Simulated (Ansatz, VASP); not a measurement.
# One calculation of SiF7, two programs

```
CELL_PARAMETERS angstrom
1.81453 -4.72817 0.00000
1.81453 4.72817 0.00000
0.00000 0.00000 8.54997
ATOMIC_POSITIONS crystal
Si 0.00000 0.00000 0.00000
F 0.12333 0.87667 0.86211
F 0.87667 0.12333 0.86211
F 0.87667 0.12333 0.13789
F 0.12333 0.87667 0.13789
F 0.50000 0.50000 0.41798
F 0.50000 0.50000 0.58202
F 0.50000 0.50000 0.00000
```

Alike in both runs: task single point; functional PBE; k mesh 6 × 6 × 2; occupations gaussian, width 0.1 eV; collinear spin.

```csv
,VASP,Ansatz
version,VASP 6.6.1,Ansatz 0.2.0
potentials or method,"VASP PAW PBE potentials, release 64 (Si, F), cutoff 600 eV","scalar-relativistic, plane waves, PAW"
valence electrons in the cell,53,53
```

|  | VASP | Ansatz | Ansatz less VASP |
| --- | --- | --- | --- |
| gap on the k mesh at the Fermi level (eV) | 0.08 | 0.08 | 0.000 |
| least direct gap on the mesh (eV) | 0.08 | 0.09 | +0.001 |
| pressure (GPa) | 0.4 | 0.2 | -0.23 |
| traceless stress, the component that is largest in VASP (GPa) | -0.74 | -0.26 | +0.479 |
| rms of the force components (eV/Å) | 0.142 | 0.025 | -0.1172 |
| net moment per atom (μB) | 0.12 | 0.12 | 0.000 |
| size of the moment on the site where the two differ most (μB) | 0.21 | 0.20 | -0.009 |

Site moments also hang on the region over which each program counts them. Atom by atom the forces differ by 0.127 eV/Å (rms over components). One of these differences is far larger than is usual between the two programs; its cause wasn't traced.
